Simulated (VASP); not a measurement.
# Rh (Fm-3m) in VASP: notebook

Rh is run at these levels: r2SCAN; tasks: single point.

Program: VASP 6.6.1. These are calculated values, not measurements. Logs are shortened: lines on timing, memory, paths and dates and some standing lists are left out, and cuts for length are marked.

## Step 1: The cell of the first run

Symmetry: Fm-3m, No. 225, cubic system. The conventional cell has a = 3.800 Å, b = 3.800 Å, c = 3.800 Å, α = 90.00°, β = 90.00°, γ = 90.00°. Rh (site symmetry m-3m) has 12 Rh at 2.69 Å within 3.5 Å.

## Step 2: Single point, r2SCAN

The input, POSCAR:

```
Rh
1.0
    0.0000000000      1.8999524424      1.8999524424
    1.8999524424      0.0000000000      1.8999524424
    1.8999524424      1.8999524424      0.0000000000
Rh
1
Direct
    0.0000000000      0.0000000000      0.0000000000
```

The input, INCAR.step1:

```
SYSTEM = Rh
PREC = Accurate
ENCUT = 680
ISMEAR = 0
SIGMA = 0.1
LREAL = .FALSE.
LASPH = .TRUE.
NELM = 120
NBANDS = 14
GGA = PE
ALGO = Normal
EDIFF = 1E-5
LWAVE = .TRUE.
LCHARG = .FALSE.
GGA_COMPAT = .FALSE.
```

The input, INCAR.step2:

```
SYSTEM = Rh
PREC = Accurate
ENCUT = 680
EDIFF = 1E-6
ISMEAR = 0
SIGMA = 0.1
LREAL = .FALSE.
LASPH = .TRUE.
NELM = 120
ALGO = Normal
ISIF = 2
LWAVE = .FALSE.
LCHARG = .TRUE.
METAGGA = R2SCAN
LMIXTAU = .TRUE.
LELF = .TRUE.
LVHAR = .TRUE.
NBANDS = 14
ISTART = 1
GGA_COMPAT = .FALSE.
```

The input, KPOINTS:

```
Automatic mesh
0
G
  18 18 18
  0 0 0
```

Potentials or basis: VASP PAW PBE potentials, release 64 (Rh_sv_GW).

Launch:

```sh
$ cat potpaw_PBE.64/Rh_sv_GW/POTCAR > POTCAR
$ cp INCAR.step1 INCAR
$ mpirun -np 1 vasp_std > vasp.out
$ cp INCAR.step2 INCAR
$ mpirun -np 1 vasp_std > vasp.out
```

OUTCAR:

```text
SYSTEM = Rh
   PREC = Accurate
   ENCUT = 680
   EDIFF = 1E-6
   ISMEAR = 0
   LREAL = .FALSE.
   LASPH = .TRUE.
   NELM = 120
   ISIF = 2
   METAGGA = R2SCAN
   ISTART = 1

 ion  position               nearest neighbor table
   1  0.000  0.000  0.000-

  LATTYP: Found a face centered cubic cell.
 ALAT       =     3.7999048848

  Lattice vectors:

 A1 = (   0.0000000000,   1.8999524424,   1.8999524424)
 A2 = (   1.8999524424,   0.0000000000,   1.8999524424)
 A3 = (   1.8999524424,   1.8999524424,   0.0000000000)

Analysis of symmetry for initial positions (statically):
=====================================================================
 Subroutine PRICEL returns:
 Original cell was already a primitive cell.

 Routine SETGRP: Setting up the symmetry group for a
 face centered cubic supercell.

 Subroutine GETGRP returns: Found 48 space group operations
 (whereof 48 operations were pure point group operations)
 out of a pool of 48 trial point group operations.

The static configuration has the point symmetry O_h .

Analysis of symmetry for dynamics (positions and initial velocities):
=====================================================================
 Subroutine PRICEL returns:
 Original cell was already a primitive cell.

 Routine SETGRP: Setting up the symmetry group for a
 face centered cubic supercell.

 Subroutine GETGRP returns: Found 48 space group operations
 (whereof 48 operations were pure point group operations)
 out of a pool of 48 trial point group operations.

The dynamic configuration has the point symmetry O_h .

 Subroutine INISYM returns: Found 48 space group operations
 (whereof 48 operations are pure point group operations),
 and found     1 'primitive' translations

----------------------------------------------------------------------------------------

                                     Primitive cell

  volume of cell :      13.7170

  direct lattice vectors                    reciprocal lattice vectors
     0.000000000  1.899952442  1.899952442    -0.263164482  0.263164482  0.263164482
     1.899952442  0.000000000  1.899952442     0.263164482 -0.263164482  0.263164482
     1.899952442  1.899952442  0.000000000     0.263164482  0.263164482 -0.263164482

  length of vectors
     2.686938512  2.686938512  2.686938512     0.455814253  0.455814253  0.455814253

  position of ions in fractional coordinates (direct lattice)
     0.000000000  0.000000000  0.000000000

  ion indices of the primitive-cell ions
   primitive index   ion index
                 1           1

[... 83 lines left out ...]
   NUPDOWN=      -1.0000    fix difference up-down
   EMIN   =  10.00;   EMAX   =-10.00  energy-range for DOS
   EFERMI =   0.00;   METHOD = LEGACY
   ISMEAR =     0;   SIGMA  =   0.10  broadening in eV -4-tet -1-fermi 0-gaus
   EFERMI_NEDOS =   21; number of points for ismear=-14 and -15
   IALGO  =     38    algorithm
   IMIX   =      4    mixing-type and parameters
     AMIX     =   0.40;   BMIX     =  1.00
     AMIX_MAG =   1.60;   BMIX_MAG =  1.00
  volume/ion in A,a.u.               =      13.72        92.57
  Fermi-wavevector in a.u.,A,eV,Ry     =   1.758484  3.323053 42.072831  3.092266
  Thomas-Fermi vector in A             =   2.827633
   LORBIT       =      0    0 simple, 1 ext, 2 COOP (PROOUT), +10 PAW based schemes
   METAGGA = R2SCAN    functional components
   LHFCALC =     F    Hartree Fock is set to
   AEXX    =    0.0000 exact exchange contribution
   IVDW    =     0    specifies the selected vdW correction
   LEPSILON=     F    determine dielectric tensor
   LRPA    =     F    only Hartree local field effects (RPA)
 non-spin polarized calculation
 Gauss-broadening in eV      SIGMA  =   0.10
  energy-cutoff  :      680.00
  volume of cell :       13.72
 maximum number of plane-waves:       568
   NGX = 11   NGY = 11   NGZ = 11

 number of electron      17.0000001 magnetization

 Free energy of the ion-electron system (eV)
  ---------------------------------------------------
  ext. energy  EPLUGINS =         0.00000000
  ---------------------------------------------------
  free energy    TOTEN  =       -23.28881244 eV

  energy without entropy =      -23.28202359  energy(sigma->0) =      -23.28541801

 E-fermi :  10.7289     XC(G=0): -15.2925

 val. band max:       10.7283313845   @ k =   0.5000   0.2222   0.1111
 cond. band min:      10.7416865020   @ k =   0.5000   0.3889   0.0000
 fundamental gap:      0.0133551175
 Fermi energy:        10.7289242756

 k-point     1 :       0.0000    0.0000    0.0000
  band No.  band energies     occupation
      1     -70.4605      2.00000
      2     -37.0847      2.00000
      3     -37.0847      2.00000
      4     -37.0847      2.00000
      5       2.5558      2.00000
      6       7.5451      2.00000
      7       7.5451      2.00000
      8       7.5451      2.00000
      9       9.6464      2.00000
     10       9.6464      2.00000
     11      27.1899      0.00000
     12      32.8508      0.00000
     13      32.8508      0.00000
     14      32.8508      0.00000
[... 377 lines left out ...]
      1     -70.3998      2.00000
      2     -37.4640      2.00000
      3     -37.1620      2.00000
      4     -37.1278      2.00000
      5       4.4377      2.00000
      6       7.2076      2.00000
      7       7.9371      2.00000
      8       7.9895      2.00000
      9       9.4690      2.00000
     10      10.1808      2.00000
     11      26.9022      0.00000
     12      28.9974      0.00000
     13      34.5018      0.00000
     14      36.3532      0.00000

 [... further k-points ...]

------------------------ aborting loop because EDIFF is reached ----------------------------------------

  FORCE on cell =-STRESS in cart. coord.  units (eV):
  Direction    XX          YY          ZZ          XY          YZ          ZX
  --------------------------------------------------------------------------------------
  -------------------------------------------------------------------------------------
  Total        0.0043088      0.0043088      0.0043088      0.0000000      0.0000000      0.0000000
  in kB        0.5032778      0.5032778      0.5032778      0.0000000      0.0000000      0.0000000
  external PRESSURE =       0.5032778 kB  Pullay stress =       0.0000000 kB

 VOLUME and BASIS-vectors are now :
 -----------------------------------------------------------------------------
  energy-cutoff  :      680.00
  volume of cell :       13.72
      direct lattice vectors                 reciprocal lattice vectors
     0.000000000  1.899952442  1.899952442    -0.263164482  0.263164482  0.263164482
     1.899952442  0.000000000  1.899952442     0.263164482 -0.263164482  0.263164482
     1.899952442  1.899952442  0.000000000     0.263164482  0.263164482 -0.263164482

 POSITION                                       TOTAL-FORCE (eV/Angst)
 -----------------------------------------------------------------------------------
      0.00000      0.00000      0.00000         0.000000      0.000000     -0.000000
 -----------------------------------------------------------------------------------
    total drift:                                0.000000      0.000000      0.000000

  FREE ENERGIE OF THE ION-ELECTRON SYSTEM (eV)
  ---------------------------------------------------
  free  energy   TOTEN  =       -23.2888124396 eV

  energy  without entropy=      -23.2820235902  energy(sigma->0) =      -23.28541801
```

Run time: 80 s. Hardware: 1 thread of Intel Xeon 6975P-C (Granite Rapids), shared host; peak memory 0.21 GiB.

What came out:

| Quantity | Value |
| --- | --- |
| Free energy | -23.2888 eV |
| Pressure | 0.1 GPa |
| Band gap on the k mesh | zero (an odd number of electrons rules out a gap without spin polarisation) |

Caveat: the PAW data sets were made with another functional, which shifts forces and pressure a little.

## Step 3: Single point, r2SCAN (14.13 Å³/atom)

This run uses another cell than the first one, of 14.13 Å³/atom.

The input, POSCAR:

```
Rh
1.0
    0.0000000000      1.9187650762      1.9187650762
    1.9187650762      0.0000000000      1.9187650762
    1.9187650762      1.9187650762      0.0000000000
Rh
1
Direct
    0.0000000000      0.0000000000      0.0000000000
```

The input, INCAR.step1:

```
SYSTEM = Rh
PREC = Accurate
ENCUT = 680
ISMEAR = 0
SIGMA = 0.1
LREAL = .False.
LASPH = .True.
NELM = 120
NBANDS = 14
GGA = PE
ALGO = Normal
EDIFF = 1E-5
LWAVE = .True.
LCHARG = .False.
GGA_COMPAT = .False.
```

The input, INCAR.step2:

```
SYSTEM = Rh
PREC = Accurate
ENCUT = 680
EDIFF = 1E-6
ISMEAR = 0
SIGMA = 0.1
LREAL = .False.
LASPH = .True.
NELM = 120
ALGO = Normal
ISIF = 2
LWAVE = .False.
LCHARG = .True.
METAGGA = R2SCAN
LMIXTAU = .True.
LELF = .True.
LVHAR = .True.
NBANDS = 14
ISTART = 1
GGA_COMPAT = .False.
```

The input, KPOINTS:

```
regular mesh
0
Gamma
  18 18 18
  0 0 0
```

Potentials or basis: VASP PAW PBE potentials, release 64 (Rh_sv_GW).

Launch:

```sh
$ cat potpaw_PBE.64/Rh_sv_GW/POTCAR > POTCAR
$ cp INCAR.step1 INCAR
$ mpirun -np 1 vasp_std > vasp.out
$ cp INCAR.step2 INCAR
$ mpirun -np 1 vasp_std > vasp.out
```

Wall time 2.2 min (1 thread of Intel Xeon Platinum 8259CL at 2.50GHz (Skylake/Cascade Lake), shared host); peak memory 0.21 GiB.

It converged, with:

- Free energy: -23.2789 eV
- Pressure: -7.7 GPa
- Band gap on the k mesh: zero (an odd number of electrons rules out a gap without spin polarisation)

Levels at points of the mesh, in eV from the Fermi level:
| k point | band 4 | band 5 | band 6 | band 7 | band 8 | band 9 | band 10 | band 11 | band 12 | band 13 |
| --- | --- | --- | --- | --- | --- | --- | --- | --- | --- | --- |
| (0.00, 0.00, 0.00) | -47.76 | -7.95 | -3.04 | -3.04 | -3.04 | -1.04 | -1.04 | 16.49 | 21.99 | 21.99 |
| (0.50, 0.00, 0.00) | -47.86 | -6.09 | -3.15 | -3.15 | 0.55 | 0.55 | 0.93 | 8.81 | 16.09 | 21.77 |
| (0.50, 0.50, 0.00) | -48.02 | -6.27 | -5.92 | 0.47 | 0.99 | 0.99 | 3.44 | 12.52 | 13.79 | 13.79 |

Caveat: the cell stands under tension; the PAW data sets were made with another functional, which shifts forces and pressure a little.

The gap in the log of VASP goes by the Fermi energy; the results here count the filled bands.